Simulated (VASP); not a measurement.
# KI in VASP: a series of runs

The runs below take KI through electric field gradients, with PBE.

Everything below comes from runs of VASP 6.6.1. Logs are shortened: lines on timing, memory, paths and dates and some standing lists are left out, and cuts for length are marked.

### 1 The cell of the first run

The structure is cubic, space group Fm-3m (No. 225). Conventional cell: a = 7.187 Å, b = 7.187 Å, c = 7.187 Å, α = 90.00°, β = 90.00°, γ = 90.00°. Within 4.7 Å of K (site symmetry m-3m) lie 6 I at 3.59 Å. I (site symmetry m-3m) has 6 K at 3.59 Å within 4.7 Å.

### 2 Electric field gradients, PBE (46.41 Å³/atom)

The input, INCAR:

```
SYSTEM = KI
PREC = Accurate
ENCUT = 520
EDIFF = 1E-8
ISMEAR = -1
SIGMA = 0.01
LREAL = .False.
LASPH = .True.
NELM = 80
ALGO = Normal
ISIF = 2
LWAVE = .False.
LCHARG = .False.
GGA = PE
LEFG = .True.
NBANDS = 15
```

The input, KPOINTS:

```
Automatic mesh
0
Gamma
  8 8 8
  0 0 0
```

The input, POSCAR:

```
KI
1.0
    0.0000000000      3.5936763733      3.5936763733
    3.5936763733      0.0000000000      3.5936763733
    3.5936763733      3.5936763733      0.0000000000
K I
1 1
Direct
    0.0000000000      0.0000000000      0.0000000000
    0.5000000000      0.5000000000      0.5000000000
```

Potentials or basis: VASP PAW PBE potentials, release 64 (K_sv, I).

The run is started by

```sh
$ cat potpaw_PBE.64/K_sv/POTCAR potpaw_PBE.64/I/POTCAR > POTCAR
$ mpirun -np 1 vasp_std > vasp.out
```

OUTCAR:

```text
SYSTEM = KI
   PREC = Accurate
   ENCUT = 520
   EDIFF = 1E-8
   ISMEAR = -1
   LREAL = .False.
   LASPH = .True.
   NELM = 80
   ISIF = 2
   GGA = PE

 ion  position               nearest neighbor table
   1  0.000  0.000  0.000-   2 3.59   2 3.59   2 3.59   2 3.59   2 3.59   2 3.59
   2  0.500  0.500  0.500-   1 3.59   1 3.59   1 3.59   1 3.59   1 3.59   1 3.59

  LATTYP: Found a face centered cubic cell.
 ALAT       =     7.1873527466

  Lattice vectors:

 A1 = (   0.0000000000,   3.5936763733,   3.5936763733)
 A2 = (   3.5936763733,   0.0000000000,   3.5936763733)
 A3 = (   3.5936763733,   3.5936763733,   0.0000000000)

Analysis of symmetry for initial positions (statically):
=====================================================================
 Subroutine PRICEL returns:
 Original cell was already a primitive cell.

 Routine SETGRP: Setting up the symmetry group for a
 face centered cubic supercell.

 Subroutine GETGRP returns: Found 48 space group operations
 (whereof 48 operations were pure point group operations)
 out of a pool of 48 trial point group operations.

The static configuration has the point symmetry O_h .

Analysis of symmetry for dynamics (positions and initial velocities):
=====================================================================
 Subroutine PRICEL returns:
 Original cell was already a primitive cell.

 Routine SETGRP: Setting up the symmetry group for a
 face centered cubic supercell.

 Subroutine GETGRP returns: Found 48 space group operations
 (whereof 48 operations were pure point group operations)
 out of a pool of 48 trial point group operations.

The dynamic configuration has the point symmetry O_h .

 Subroutine INISYM returns: Found 48 space group operations
 (whereof 48 operations are pure point group operations),
 and found     1 'primitive' translations

----------------------------------------------------------------------------------------

                                     Primitive cell

  volume of cell :      92.8211

  direct lattice vectors                    reciprocal lattice vectors
     0.000000000  3.593676373  3.593676373    -0.139133285  0.139133285  0.139133285
     3.593676373  0.000000000  3.593676373     0.139133285 -0.139133285  0.139133285
     3.593676373  3.593676373  0.000000000     0.139133285  0.139133285 -0.139133285

  length of vectors
     5.082225866  5.082225866  5.082225866     0.240985919  0.240985919  0.240985919

  position of ions in fractional coordinates (direct lattice)
     0.000000000  0.000000000  0.000000000
     0.500000000  0.500000000  0.500000000

  ion indices of the primitive-cell ions
   primitive index   ion index
                 1           1
                 2           2

----------------------------------------------------------------------------------------

 KPOINTS: Automatic mesh

Automatic generation of k-mesh.
 Grid dimensions read from file:
 generate k-points for:    8    8    8

 Generating k-lattice:

  Cartesian coordinates                     Fractional coordinates (reciprocal lattice)
    -0.017391661  0.017391661  0.017391661     0.125000000  0.000000000  0.000000000
     0.017391661 -0.017391661  0.017391661     0.000000000  0.125000000  0.000000000
     0.017391661  0.017391661 -0.017391661     0.000000000  0.000000000  0.125000000

  Length of vectors
     0.030123240  0.030123240  0.030123240

  Shift w.r.t. Gamma in fractional coordinates (k-lattice)
     0.000000000  0.000000000  0.000000000

 Subroutine IBZKPT returns following result:
 ===========================================

 Found     29 irreducible k-points:

 Following reciprocal coordinates:
            Coordinates               Weight
  0.000000  0.000000  0.000000      1.000000
  0.125000  0.000000  0.000000      8.000000
  0.250000  0.000000  0.000000      8.000000
  0.375000  0.000000  0.000000      8.000000
  0.500000  0.000000  0.000000      4.000000
  0.125000  0.125000  0.000000      6.000000
[... 16 lines left out ...]
  0.500000  0.250000  0.125000     48.000000
 -0.375000  0.250000  0.125000     24.000000
 [... further k-points ...]
   k-points           NKPTS =     29   k-points in BZ     NKDIM =     29   number of bands    NBANDS=     15
   number of dos      NEDOS =    301   number of ions     NIONS =      2
   total plane-waves  NPLWV =  64000
   dimension x,y,z NGX =    40 NGY =   40 NGZ =   40
   dimension x,y,z NGXF=    80 NGYF=   80 NGZF=   80
   ions per type =               1   1
   NGX,Y,Z   is equivalent  to a cutoff of  13.08, 13.08, 13.08 a.u.
   NGXF,Y,Z  is equivalent  to a cutoff of  26.17, 26.17, 26.17 a.u.
 SYSTEM =  KI
   PREC   = accura    normal or accurate (medium, high low for compatibility)
   ISTART =      0    job   : 0-new  1-cont  2-samecut
   ICHARG =      2    charge: 1-file 2-atom 10-const
   ISPIN  =      1    spin polarized calculation?
   LNONCOLLINEAR =      F non collinear calculations
   LSORBIT =      F    spin-orbit coupling
   LASPH  =      T    aspherical Exc in radial PAW
   ENCUT  =  520.0 eV  38.22 Ry    6.18 a.u.   9.45  9.45  9.45*2*pi/ulx,y,z
   NELM   =     80;   NELMIN=  2; NELMDL= -5     # of ELM steps
   EDIFF  = 0.1E-07   stopping-criterion for ELM
   LREAL  =      F    real-space projection
   EDIFFG = 0.1E-06   stopping-criterion for IOM
   NSW    =      0    number of steps for IOM
   IBRION =     -1    ionic relax: 0-MD 1-quasi-New 2-CG
   NFREE  =      0    steps in history (QN), initial steepest desc. (CG)
   ISIF   =      2    stress and relaxation
   ISYM   =      2    0-nonsym 1-usesym 2-fastsym
   POTIM  = 0.5000    time-step for ionic-motion
   TEBEG  =    0.0;   TEEND  =   0.0 temperature during run
   PSTRESS=    0.0 pullay stress
   NELECT =      16.0000    total number of electrons
   NUPDOWN=      -1.0000    fix difference up-down
   EMIN   =  10.00;   EMAX   =-10.00  energy-range for DOS
   EFERMI =   0.00;   METHOD = LEGACY
   ISMEAR =    -1;   SIGMA  =   0.01  broadening in eV -4-tet -1-fermi 0-gaus
   EFERMI_NEDOS =   21; number of points for ismear=-14 and -15
   IALGO  =     38    algorithm
   IMIX   =      4    mixing-type and parameters
     AMIX     =   0.40;   BMIX     =  1.00
     AMIX_MAG =   1.60;   BMIX_MAG =  1.00
  volume/ion in A,a.u.               =      46.41       313.19
  Fermi-wavevector in a.u.,A,eV,Ry     =   0.911100  1.721729 11.294230  0.830103
  Thomas-Fermi vector in A             =   2.035339
   LORBIT       =      0    0 simple, 1 ext, 2 COOP (PROOUT), +10 PAW based schemes
   GGA     = PE    functional components
   LHFCALC =     F    Hartree Fock is set to
   AEXX    =    0.0000 exact exchange contribution
   IVDW    =     0    specifies the selected vdW correction
   LEPSILON=     F    determine dielectric tensor
   LRPA    =     F    only Hartree local field effects (RPA)
 non-spin polarized calculation
  energy-cutoff  :      520.00
  volume of cell :       92.82
 maximum number of plane-waves:      2541
 NGX is ok and might be reduce to    40
   NGX = 19   NGY = 19   NGZ = 19

 number of electron      16.0000001 magnetization

 Free energy of the ion-electron system (eV)
  ---------------------------------------------------
  ext. energy  EPLUGINS =         0.00000000
  ---------------------------------------------------
  free energy    TOTEN  =        -5.56517383 eV

  energy without entropy =       -5.56517383  energy(sigma->0) =       -5.56517383

 E-fermi :  -0.4413     XC(G=0):  -6.9790

 val. band max:       -0.6717189305   @ k =   0.0000   0.0000   0.0000
 cond. band min:       3.1757541525   @ k =   0.0000   0.0000   0.0000
 fundamental gap:      3.8474730830
 Fermi energy:        -0.4412976438

 k-point     1 :       0.0000    0.0000    0.0000
  band No.  band energies     occupation
      1     -29.2679      2.00000
      2     -12.7493      2.00000
      3     -12.7493      2.00000
      4     -12.7493      2.00000
      5     -11.1008      2.00000
      6      -0.6717      2.00000
      7      -0.6717      2.00000
      8      -0.6717      2.00000
      9       3.1758      0.00000
     10       5.8405      0.00000
     11       5.8405      0.00000
     12       5.8405      0.00000
     13       6.5241      0.00000
     14       6.5241      0.00000
[... 401 lines left out ...]
      2     -12.8284      2.00000
      3     -12.7630      2.00000
      4     -12.7563      2.00000
      5     -10.9088      2.00000
      6      -1.6830      2.00000
      7      -1.1646      2.00000
      8      -1.0177      2.00000
      9       5.3064      0.00000
     10       6.1316      0.00000
     11       6.5157      0.00000
     12       7.4912      0.00000
     13       7.8759      0.00000
     14       8.1736      0.00000
     15       8.9505      0.00000

 [... further k-points ...]

------------------------ aborting loop because EDIFF is reached ----------------------------------------

  FORCE on cell =-STRESS in cart. coord.  units (eV):
  Direction    XX          YY          ZZ          XY          YZ          ZX
  --------------------------------------------------------------------------------------
  -------------------------------------------------------------------------------------
  Total       -0.0016664     -0.0016664     -0.0016664     -0.0000000     -0.0000000      0.0000000
  in kB       -0.0287634     -0.0287634     -0.0287634     -0.0000000     -0.0000000      0.0000000
  external PRESSURE =      -0.0287634 kB  Pullay stress =       0.0000000 kB

 VOLUME and BASIS-vectors are now :
 -----------------------------------------------------------------------------
  energy-cutoff  :      520.00
  volume of cell :       92.82
      direct lattice vectors                 reciprocal lattice vectors
     0.000000000  3.593676373  3.593676373    -0.139133285  0.139133285  0.139133285
     3.593676373  0.000000000  3.593676373     0.139133285 -0.139133285  0.139133285
     3.593676373  3.593676373  0.000000000     0.139133285  0.139133285 -0.139133285

 POSITION                                       TOTAL-FORCE (eV/Angst)
 -----------------------------------------------------------------------------------
      0.00000      0.00000      0.00000        -0.000000     -0.000000     -0.000000
      3.59368      3.59368      3.59368         0.000000      0.000000      0.000000
 -----------------------------------------------------------------------------------
    total drift:                                0.000000     -0.000000     -0.000000

  FREE ENERGIE OF THE ION-ELECTRON SYSTEM (eV)
  ---------------------------------------------------
  free  energy   TOTEN  =        -5.5651738293 eV

  energy  without entropy=       -5.5651738293  energy(sigma->0) =       -5.56517383

 Electric field gradients (V/A^2)
---------------------------------------------------------------------
 ion       V_xx      V_yy      V_zz      V_xy      V_xz      V_yz
---------------------------------------------------------------------
   1      -0.000    -0.000     0.000    -0.000    -0.000    -0.000
   2       0.000    -0.000     0.000    -0.000    -0.000    -0.000
---------------------------------------------------------------------

 Electric field gradients after diagonalization (V/A^2)
 (convention: |V_zz| > |V_xx| > |V_yy|)
----------------------------------------------------------------------
 ion       V_xx      V_yy      V_zz     asymmetry (V_yy - V_xx)/ V_zz
----------------------------------------------------------------------
   1       0.000     0.000    -0.001       0.000
   2       0.000     0.000    -0.001       0.000
----------------------------------------------------------------------

           NMR quadrupolar parameters

 Cq : quadrupolar parameter    Cq=e*Q*V_zz/h
 eta: asymmetry parameters     (V_yy - V_xx)/ V_zz
 Q  : nuclear electric quadrupole moment in mb (millibarn)
----------------------------------------------------------------------
 ion       Cq(MHz)       eta       Q (mb)
----------------------------------------------------------------------
   1      -0.000       0.000       1.000
   2      -0.000       0.000       1.000
----------------------------------------------------------------------
```

It took 58 s on 1 thread of Intel Xeon 8259CL, shared host; peak memory 0.26 GiB.

Results:

```
Free energy                             : -5.5652 eV
Pressure                                : 0.0 GPa
Band gap on the k mesh                  : 3.85 eV
Largest electric field gradient by atom : under 0.05 V/Å² on every atom
```

Levels at points of the mesh, in eV from the valence-band top:
```tsv
k point	band 5	band 6	band 7	band 8	band 9	band 10	band 11	band 12
(0.00, 0.00, 0.00)	-10.43	0.00	0.00	0.00	3.85	6.51	6.51	6.51
(0.50, 0.00, 0.00)	-10.21	-1.21	-0.30	-0.30	5.47	7.55	8.04	8.04
(0.50, 0.50, 0.00)	-10.31	-0.92	-0.34	-0.34	5.01	5.65	8.04	8.55
```

Caveat: spin-orbit coupling is left out, which moves the levels of the heavy elements.

(Continued in part 2 of 3.)
